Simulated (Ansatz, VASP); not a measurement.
**Two plane-wave programs on LiH**

```
Li H
1.0
     2.69054    0.00000    0.00000
     0.00000    2.69054    0.00000
     0.00000    0.00000   23.80000
Li H
1 1
Direct
  0.50000 0.50000 0.29412
  0.00000 0.00000 0.29412
```

Alike in both runs: functional PBE; k mesh 6 × 6 × 1; occupations gaussian, width 0.1 eV; no spin polarisation.

Ansatz relaxed the structure, and its values are those at the end. VASP's run is a single point on that final structure, the one shown.

|  | VASP | Ansatz |
| --- | --- | --- |
| version | VASP 6.6.1 | Ansatz 0.2.0 |
| potentials or method | VASP PAW PBE potentials, release 64 (Li_sv, H), cutoff 650 eV | scalar-relativistic, plane waves, PAW |
| valence electrons in the cell | 4 | 4 |

|  | VASP | Ansatz | Ansatz less VASP |
| --- | --- | --- | --- |
| gap on the k mesh at the Fermi level (eV) | 1.15 | 1.15 | -0.002 |
| least direct gap on the mesh (eV) | 4.94 | 4.94 | -0.001 |

With one functional, cell and mesh, what is left measures potentials, basis and numerics. Ansatz's warnings: slab cell height set.
